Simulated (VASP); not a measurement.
# Mg31S32 (a cell with a defect) in VASP: single point with PBEsol

Aim: the single point of Mg31S32 (a cell with a defect) with PBEsol.

Everything below comes from runs of VASP 6.6.1. Logs are shortened: lines on timing, memory, paths and dates and some standing lists are left out, and cuts for length are marked.

### 1 The cell of the first run

The cell holds a defect, 63 atoms: a = 10.364 Å, b = 10.364 Å, c = 10.364 Å, α = 90.00°, β = 90.00°, γ = 90.00°.

### 2 Single point, PBEsol

Input file INCAR:

```
SYSTEM = Mg31S32
PREC = Accurate ; ENCUT = 520
EDIFF = 1E-6 ; ISMEAR = -1
SIGMA = 0.05 ; LREAL = Auto
LASPH = .TRUE. ; NELM = 60
ALGO = Normal ; ISIF = 2
LWAVE = .FALSE. ; LCHARG = .TRUE.
GGA = PS ; LELF = .TRUE.
LVHAR = .TRUE. ; NELECT = 256.0
ISYM = 0 ; NBANDS = 164
```

Input file KPOINTS:

```
Automatic mesh
0
Gamma
  1 1 1
  0.25 0.25 0.25
```

Input file POSCAR:

```
Mg31S32
1.0
   10.3639610000      0.0000000000      0.0000000000
    0.0000000000     10.3639610000      0.0000000000
    0.0000000000      0.0000000000     10.3639610000
S Mg
32 31
Direct
    0.2490310000      0.0002370000      0.0002070000
    0.2471980000      0.0002720000      0.5002300000
    0.2472070000      0.5002220000      0.0002630000
    0.2401350000      0.5002700000      0.5002580000
    0.7515740000      0.0001470000      0.0001120000
    0.7532810000      0.0001300000      0.5000790000
    0.7532790000      0.5001770000      0.0001270000
    0.7603710000      0.5001570000      0.5001180000
    0.0003530000      0.2490070000      0.0003440000
    0.0003160000      0.2470790000      0.5003340000
    0.0001730000      0.7514770000      0.0001310000
    0.0002430000      0.7532090000      0.5001610000
    0.5003470000      0.2471090000      0.0003370000
    0.5003520000      0.2400750000      0.5003790000
    0.5002290000      0.7532150000      0.0001540000
    0.5000810000      0.7603050000      0.5000870000
    0.0003790000      0.0003790000      0.2489480000
    0.0002350000      0.0000970000      0.7514100000
    0.0002820000      0.5002950000      0.2471850000
    0.0002110000      0.5001810000      0.7533170000
    0.5003320000      0.0002970000      0.2471090000
    0.5002290000      0.0001700000      0.7532100000
    0.5003670000      0.5003510000      0.2400890000
    0.5001790000      0.5001260000      0.7602950000
    0.2494770000      0.2494430000      0.2493960000
    0.2492960000      0.2492370000      0.7512330000
    0.2493140000      0.7512770000      0.2492290000
    0.2492660000      0.7511170000      0.7511730000
    0.7513060000      0.2492730000      0.2493400000
    0.7512270000      0.2491750000      0.7512080000
    0.7512780000      0.7511470000      0.2491630000
    0.7509960000      0.7510200000      0.7509310000
    0.0003030000      0.0002600000      0.0001870000
    0.0002210000      0.0001470000      0.5001780000
    0.0002330000      0.5002770000      0.0002710000
    0.0002460000      0.5000730000      0.5003230000
    0.5003120000      0.0001610000      0.0001650000
    0.5001730000      0.0001870000      0.5001280000
    0.5001970000      0.5001560000      0.0001940000
    0.2515170000      0.2513960000      0.0003400000
    0.2551280000      0.2550230000      0.5003540000
    0.2513700000      0.7490110000      0.0002440000
    0.2548300000      0.7455310000      0.5001770000
    0.7491570000      0.2514030000      0.0003240000
    0.7455680000      0.2549040000      0.5002940000
    0.7490310000      0.7489980000      0.0000290000
    0.7452710000      0.7453680000      0.5000240000
    0.2515190000      0.0003810000      0.2513490000
    0.2514070000      0.0001930000      0.7490830000
    0.2551660000      0.5004030000      0.2550800000
    0.2549860000      0.5002090000      0.7454580000
    0.7491880000      0.0002540000      0.2512730000
    0.7491040000      0.0001270000      0.7489530000
    0.7456140000      0.5002140000      0.2548850000
    0.7453490000      0.5000770000      0.7452810000
    0.0004200000      0.2515170000      0.2515400000
    0.0002710000      0.2513460000      0.7492350000
    0.0003040000      0.7491550000      0.2513570000
    0.0001050000      0.7489770000      0.7489820000
    0.5004250000      0.2552140000      0.2552590000
    0.5002580000      0.2549210000      0.7456570000
    0.5003110000      0.7456040000      0.2549200000
    0.5000800000      0.7453750000      0.7453230000
```

Potentials or basis: VASP PAW PBE potentials, release 64 (S, Mg).

Run with:

```bash
> cat potpaw_PBE.64/S/POTCAR potpaw_PBE.64/Mg/POTCAR > POTCAR
> mpirun -np 1 vasp_std > vasp.out
```

OUTCAR:

```text
SYSTEM = Mg31S32
   PREC = Accurate
   ENCUT = 520
   EDIFF = 1E-6
   ISMEAR = -1
   LREAL = Auto
   LASPH = .TRUE.
   NELM = 60
   ISIF = 2
   GGA = PS
   NELECT = 256.0
   ISYM = 0

 ion  position               nearest neighbor table
   1  0.249  0.000  0.000-  33 2.58  49 2.60  48 2.60  40 2.60  42 2.60  37 2.60
   2  0.247  0.000  0.500-  34 2.56  49 2.58  48 2.58  38 2.62  43 2.64  41 2.64
   3  0.247  0.500  0.000-  35 2.56  42 2.58  40 2.58  39 2.62  51 2.64  50 2.64
   4  0.240  0.500  0.500-  36 2.49  50 2.55  51 2.55  43 2.55  41 2.55
   5  0.752  0.000  0.000-  33 2.58  46 2.60  53 2.60  52 2.60  37 2.60  44 2.60
   6  0.753  0.000  0.500-  34 2.56  52 2.58  53 2.58  38 2.62  47 2.64  45 2.64
   7  0.753  0.500  0.000-  35 2.56  44 2.58  46 2.58  39 2.62  54 2.64  55 2.64
   8  0.760  0.500  0.500-  36 2.49  55 2.55  47 2.55  54 2.55  45 2.55
   9  0.000  0.249  0.000-  33 2.58  57 2.60  40 2.60  44 2.60  56 2.60  35 2.60
  10  0.000  0.247  0.500-  34 2.56  56 2.58  57 2.58  36 2.62  45 2.64  41 2.64
  11  0.000  0.751  0.000-  33 2.58  46 2.60  59 2.60  35 2.60  42 2.60  58 2.60
  12  0.000  0.753  0.500-  34 2.56  58 2.58  59 2.58  36 2.62  43 2.64  47 2.64
  13  0.500  0.247  0.000-  37 2.56  44 2.58  40 2.58  39 2.62  61 2.64  60 2.64
  14  0.500  0.240  0.500-  38 2.49  60 2.55  45 2.55  41 2.55  61 2.55
  15  0.500  0.753  0.000-  37 2.56  46 2.58  42 2.58  39 2.62  62 2.64  63 2.64
  16  0.500  0.760  0.500-  38 2.49  62 2.55  47 2.55  63 2.55  43 2.55
  17  0.000  0.000  0.249-  33 2.58  56 2.60  48 2.60  52 2.60  34 2.60  58 2.60
[... 47 lines left out ...]
  55  0.745  0.500  0.745-   8 2.55  24 2.55  30 2.60  32 2.60   7 2.64  20 2.64  45 3.59  61 3.59
                            47 3.59  63 3.60
  56  0.000  0.252  0.252-  19 2.58  10 2.58  25 2.58  29 2.58  17 2.60   9 2.60  36 3.64
  57  0.000  0.251  0.749-  20 2.58  10 2.58  26 2.58  30 2.58   9 2.60  18 2.60  36 3.65
  58  0.000  0.749  0.251-  12 2.58  19 2.58  27 2.58  31 2.58  17 2.60  11 2.60  36 3.65
  59  0.000  0.749  0.749-  20 2.58  12 2.58  32 2.58  28 2.58  18 2.60  11 2.60  36 3.65
  60  0.500  0.255  0.255-  14 2.55  23 2.55  29 2.60  25 2.60  21 2.64  13 2.64  45 3.59  54 3.59
                            41 3.59  50 3.59
  61  0.500  0.255  0.746-  24 2.55  14 2.55  26 2.60  30 2.60  13 2.64  22 2.64  55 3.59  41 3.59
                            51 3.60  45 3.60
  62  0.500  0.746  0.255-  16 2.55  23 2.55  31 2.60  27 2.60  21 2.64  15 2.64  47 3.59  50 3.59
                            54 3.60  43 3.60
  63  0.500  0.745  0.745-  16 2.55  24 2.55  28 2.60  32 2.60  22 2.64  15 2.64  51 3.59  43 3.59
                            47 3.59  55 3.60

IMPORTANT INFORMATION: All symmetrisations will be switched off!
NOSYMM: (Re-)initialisation of all symmetry stuff for point group C_1.

----------------------------------------------------------------------------------------

                                     Primitive cell

  volume of cell :    1113.2105

  direct lattice vectors                    reciprocal lattice vectors
    10.363961000  0.000000000  0.000000000     0.096488206  0.000000000  0.000000000
     0.000000000 10.363961000  0.000000000     0.000000000  0.096488206  0.000000000
     0.000000000  0.000000000 10.363961000     0.000000000  0.000000000  0.096488206

  length of vectors
    10.363961000 10.363961000 10.363961000     0.096488206  0.096488206  0.096488206

  position of ions in fractional coordinates (direct lattice)
     0.249031000  0.000237000  0.000207000
     0.247198000  0.000272000  0.500230000
     0.247207000  0.500222000  0.000263000
     0.240135000  0.500270000  0.500258000
     0.751574000  0.000147000  0.000112000
     0.753281000  0.000130000  0.500079000
[... 55 lines left out ...]
     0.500311000  0.745604000  0.254920000
     0.500080000  0.745375000  0.745323000

  ion indices of the primitive-cell ions
   primitive index   ion index
                 1           1
                 2           2
                 3           3
                 4           4
                 5           5
                 6           6
[... 55 lines left out ...]
                62          62
                63          63

----------------------------------------------------------------------------------------

 KPOINTS: Automatic mesh

Automatic generation of k-mesh.
 Grid dimensions read from file:
 generate k-points for:    1    1    1

 Generating k-lattice:

  Cartesian coordinates                     Fractional coordinates (reciprocal lattice)
     0.096488206  0.000000000  0.000000000     1.000000000  0.000000000  0.000000000
     0.000000000  0.096488206  0.000000000     0.000000000  1.000000000  0.000000000
     0.000000000  0.000000000  0.096488206     0.000000000  0.000000000  1.000000000

  Length of vectors
     0.096488206  0.096488206  0.096488206

  Shift w.r.t. Gamma in fractional coordinates (k-lattice)
     0.250000000  0.250000000  0.250000000

 Subroutine IBZKPT returns following result:
 ===========================================

 Found      4 irreducible k-points:

 Following reciprocal coordinates:
            Coordinates               Weight
  0.250000  0.250000  0.250000      2.000000
 -0.250000  0.250000  0.250000      2.000000
 -0.250000 -0.250000  0.250000      2.000000
  0.250000 -0.250000  0.250000      2.000000
   k-points           NKPTS =      4   k-points in BZ     NKDIM =      4   number of bands    NBANDS=    164
   number of dos      NEDOS =    301   number of ions     NIONS =     63
   total plane-waves  NPLWV = 512000
   dimension x,y,z NGX =    80 NGY =   80 NGZ =   80
   dimension x,y,z NGXF=   160 NGYF=  160 NGZF=  160
   ions per type =              32  31
   NGX,Y,Z   is equivalent  to a cutoff of  12.83, 12.83, 12.83 a.u.
   NGXF,Y,Z  is equivalent  to a cutoff of  25.67, 25.67, 25.67 a.u.
 SYSTEM =  Mg31S32
   PREC   = accura    normal or accurate (medium, high low for compatibility)
   ISTART =      0    job   : 0-new  1-cont  2-samecut
   ICHARG =      2    charge: 1-file 2-atom 10-const
   ISPIN  =      1    spin polarized calculation?
   LNONCOLLINEAR =      F non collinear calculations
   LSORBIT =      F    spin-orbit coupling
   LASPH  =      T    aspherical Exc in radial PAW
   ENCUT  =  520.0 eV  38.22 Ry    6.18 a.u.  19.27 19.27 19.27*2*pi/ulx,y,z
   NELM   =     60;   NELMIN=  2; NELMDL= -5     # of ELM steps
   EDIFF  = 0.1E-05   stopping-criterion for ELM
   LREAL  =      T    real-space projection
   EDIFFG = 0.1E-04   stopping-criterion for IOM
   NSW    =      0    number of steps for IOM
   IBRION =     -1    ionic relax: 0-MD 1-quasi-New 2-CG
   NFREE  =      0    steps in history (QN), initial steepest desc. (CG)
   ISIF   =      2    stress and relaxation
   ISYM   =      0    0-nonsym 1-usesym 2-fastsym
   POTIM  = 0.5000    time-step for ionic-motion
   TEBEG  =    0.0;   TEEND  =   0.0 temperature during run
   PSTRESS=    0.0 pullay stress
   NELECT =     256.0000    total number of electrons
   NUPDOWN=      -1.0000    fix difference up-down
   EMIN   =  10.00;   EMAX   =-10.00  energy-range for DOS
   EFERMI =   0.00;   METHOD = LEGACY
   ISMEAR =    -1;   SIGMA  =   0.05  broadening in eV -4-tet -1-fermi 0-gaus
   EFERMI_NEDOS =   21; number of points for ismear=-14 and -15
   IALGO  =     38    algorithm
   IMIX   =      4    mixing-type and parameters
     AMIX     =   0.40;   BMIX     =  1.00
     AMIX_MAG =   1.60;   BMIX_MAG =  1.00
  volume/ion in A,a.u.               =      17.67       119.24
  Fermi-wavevector in a.u.,A,eV,Ry     =   1.002988  1.895372 13.687255  1.005985
  Thomas-Fermi vector in A             =   2.135511
   LORBIT       =      0    0 simple, 1 ext, 2 COOP (PROOUT), +10 PAW based schemes
   GGA     = PS    functional components
   LHFCALC =     F    Hartree Fock is set to
   AEXX    =    0.0000 exact exchange contribution
   IVDW    =     0    specifies the selected vdW correction
   LEPSILON=     F    determine dielectric tensor
   LRPA    =     F    only Hartree local field effects (RPA)
 non-spin polarized calculation
  energy-cutoff  :      520.00
  volume of cell :     1113.21
 maximum number of plane-waves:     30028
 NGX is ok and might be reduce to    80
   NGX = 39   NGY = 39   NGZ = 39

 number of electron     256.0000003 magnetization

 Free energy of the ion-electron system (eV)
  ---------------------------------------------------
  ext. energy  EPLUGINS =         0.00000000
  ---------------------------------------------------
  free energy    TOTEN  =      -275.93841961 eV

  energy without entropy =     -275.93841961  energy(sigma->0) =     -275.93841961

 E-fermi :   4.8806     XC(G=0):  -9.8455

 val. band max:        3.6282055541   @ k =  -0.2500   0.2500   0.2500
 cond. band min:       6.9073054918   @ k =   0.2500  -0.2500   0.2500
 fundamental gap:      3.2790999377
 Fermi energy:         4.8805980857

 k-point     1 :       0.2500    0.2500    0.2500
  band No.  band energies     occupation
      1      -8.9791      2.00000
      2      -8.5999      2.00000
      3      -8.5998      2.00000
      4      -8.5527      2.00000
      5      -8.2638      2.00000
      6      -8.2637      2.00000
[... 561 lines left out ...]
    139       8.2677      0.00000
    140       8.3268      0.00000
 [bands above 140 left out]

------------------------ aborting loop because EDIFF is reached ----------------------------------------

  FORCE on cell =-STRESS in cart. coord.  units (eV):
  Direction    XX          YY          ZZ          XY          YZ          ZX
  --------------------------------------------------------------------------------------
  -------------------------------------------------------------------------------------
  Total       16.0603225     16.0538331     16.0566727     -0.0097681     -0.0180918     -0.0094164
  in kB       23.1146612     23.1053215     23.1094084     -0.0140586     -0.0260384     -0.0135524
  external PRESSURE =      23.1097970 kB  Pullay stress =       0.0000000 kB

 VOLUME and BASIS-vectors are now :
 -----------------------------------------------------------------------------
  energy-cutoff  :      520.00
  volume of cell :     1113.21
      direct lattice vectors                 reciprocal lattice vectors
    10.363961000  0.000000000  0.000000000     0.096488206  0.000000000  0.000000000
     0.000000000 10.363961000  0.000000000     0.000000000  0.096488206  0.000000000
     0.000000000  0.000000000 10.363961000     0.000000000  0.000000000  0.096488206

 POSITION                                       TOTAL-FORCE (eV/Angst)
 -----------------------------------------------------------------------------------
      2.58095      0.00246      0.00215        -0.001680     -0.000374      0.000205
      2.56195      0.00282      5.18436        -0.002953     -0.000085     -0.001116
      2.56204      5.18428      0.00273        -0.002314     -0.000112      0.000625
      2.48875      5.18478      5.18465         0.015582     -0.002078      0.000047
      7.78928      0.00152      0.00116        -0.002789      0.003068      0.002449
      7.80697      0.00135      5.18280         0.003924      0.001048      0.004114
[... 55 lines left out ...]
      5.18520      7.72741      2.64198        -0.000565     -0.008289      0.004227
      5.18281      7.72504      7.72450         0.002335     -0.005614     -0.005090
 -----------------------------------------------------------------------------------
    total drift:                                0.004334      0.002455      0.006293

  FREE ENERGIE OF THE ION-ELECTRON SYSTEM (eV)
  ---------------------------------------------------
  free  energy   TOTEN  =      -275.9384196100 eV

  energy  without entropy=     -275.9384196099  energy(sigma->0) =     -275.93841961
```

Run time: 44 min. Hardware: 1 thread of AMD EPYC 7R13, shared host; peak memory 1.2 GiB.

Results:

* Free energy: -275.9384 eV
* Largest force: 0.017 eV/Å

Forces on the atoms (eV/Å):
```
S   -0.002  0.000  0.000
S   -0.003  0.000 -0.001
S   -0.002  0.000  0.001
S    0.016 -0.002  0.000
S   -0.003  0.003  0.002
S    0.004  0.001  0.004
S    0.004  0.001  0.000
S   -0.014 -0.001  0.002
S   -0.002 -0.003 -0.002
S    0.000  0.001  0.001
S    0.003  0.000  0.003
S   -0.003  0.005  0.001
S    0.000  0.000  0.001
S   -0.001  0.017 -0.001
S    0.000  0.006  0.000
S    0.003 -0.013  0.003
S   -0.002 -0.005 -0.002
S    0.000  0.004  0.002
S    0.003  0.000 -0.002
S    0.000  0.000  0.002
S    0.001  0.000 -0.001
S    0.001  0.000  0.005
S    0.000  0.000  0.016
S    0.001  0.001 -0.013
S   -0.006 -0.008 -0.006
S   -0.003 -0.002  0.004
S   -0.003  0.001 -0.003
S   -0.006  0.004  0.002
S    0.001 -0.002 -0.005
S    0.003 -0.003  0.003
S    0.000  0.005 -0.003
S    0.008  0.006  0.008
Mg  -0.001 -0.002  0.000
Mg   0.000  0.000  0.000
Mg   0.000 -0.002 -0.002
Mg   0.000  0.004 -0.004
Mg  -0.001  0.000 -0.001
Mg   0.002  0.000  0.001
Mg   0.002  0.001  0.000
Mg   0.001  0.002 -0.001
Mg   0.006  0.007 -0.001
Mg   0.002  0.000 -0.003
Mg   0.008 -0.007  0.001
Mg  -0.001 -0.001 -0.003
Mg  -0.007  0.006 -0.001
Mg  -0.001 -0.001  0.002
Mg  -0.002 -0.006  0.002
Mg   0.001 -0.001  0.003
Mg   0.001 -0.001 -0.003
Mg   0.005 -0.003  0.005
Mg   0.005  0.000 -0.005
Mg  -0.002 -0.002  0.001
Mg  -0.003 -0.001 -0.002
Mg  -0.008  0.001  0.006
Mg  -0.004  0.002 -0.003
Mg  -0.001  0.000  0.000
Mg   0.000  0.000 -0.005
Mg  -0.002 -0.002  0.000
Mg   0.002 -0.001 -0.001
Mg  -0.002  0.003  0.002
Mg   0.000  0.005 -0.009
Mg  -0.001 -0.008  0.004
Mg   0.002 -0.006 -0.005
```

Caveat: the k points lie up to 0.61 Å⁻¹ apart; the cell carries a net charge on a neutralising background, which shifts energy and pressure; the cell is charged against a uniform background, so pressure and absolute levels hang on convention; the PAW data sets were made with another functional, which shifts forces and pressure a little.
